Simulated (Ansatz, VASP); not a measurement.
# One calculation of MoS2, two programs

```
Mo S
1.0
     3.16100    0.00000    0.00000
    -1.58050    2.73751    0.00000
     0.00000    0.00000   11.92615
Mo S
2 4
Direct
  0.33333 0.66667 0.25000
  0.66667 0.33333 0.75000
  0.33333 0.66667 0.62750
  0.66667 0.33333 0.12750
  0.33333 0.66667 0.87250
  0.66667 0.33333 0.37250
```

Change from the starting cell: zz strain of -3 %.

Alike in both runs: task single point; functional PBE; k mesh 10 × 10 × 3; occupations fermi-dirac, width 0.03 eV; no spin polarisation.

|  | VASP | Ansatz |
| --- | --- | --- |
| version | VASP 6.6.1 | Ansatz 0.2.0 |
| potentials or method | VASP PAW PBE potentials, release 64 (Mo_sv, S), cutoff 520 eV | all-electron LAPW, scalar-relativistic |

VASP gave:

| Quantity | Value |
| --- | --- |
| pressure (GPa) | 14.7 |
| traceless stress, the component that is largest in VASP (GPa) | 8.49 |
| rms of the force components (eV/Å) | 1.039 |

Task: Which values does Ansatz return?

Result: Pressure (GPa): 14.9; traceless stress, the component that is largest in VASP (GPa): 8.55; rms of the force components (eV/Å): 1.050.

Atom by atom the forces differ by 0.011 eV/Å (rms over components). Ansatz ran all-electron here, and VASP with PAW potentials.
